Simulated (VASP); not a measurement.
Runs of VASP 6.6.1 on Mo. The structure is that of space group Im-3m (No. 229), or close to it. The cells are those of the table. 

```csv
cell,gap on the mesh (eV),pressure (GPa)
"a = 2.503 Å, angles 109.5°, 1 atom",none,(a)
"a = 2.612 Å, angles 109.5°, 1 atom",none,39.6
"a = 2.685 Å, angles 108.4, 108.4, 111.7°, 1 atom",none,9.5
"a = 2.830 Å, angles 109.5°, 1 atom",none,(b)
"a = 2.576 Å, angles 108.3, 108.3, 111.8°, 1 atom",none,60.1
"a = 2.649 Å, angles 110.6, 110.6, 107.3°, 1 atom",none,23.5
"a = 2.939 Å, angles 109.5°, 1 atom",none,-40.0
```

Alike in all rows: task single point; level PBEsol; potentials or basis VASP PAW PBE potentials, release 64 (Mo_sv); no spin polarisation; k mesh 22 × 22 × 22; cutoff (eV) 520; smearing gaussian 0.15 eV.

Task: Estimate the missing entries.

Result: (a) 109.8; (b) -27.2.

Caveats: the PAW data sets were made with another functional, which shifts forces and pressure a little; the cell stands under pressure (at least some runs); the cell stands under tension (at least some runs); the stress differs along the axes, from 5 to 19 GPa (at least some runs); the stress differs along the axes, from 54 to 73 GPa (at least some runs); the stress differs along the axes, from 14 to 29 GPa (at least some runs).

A k mesh can miss the band edges, and the runs leave out spin-orbit coupling on Mo.

A gap of «none» marks levels without a gap at the run's occupations.
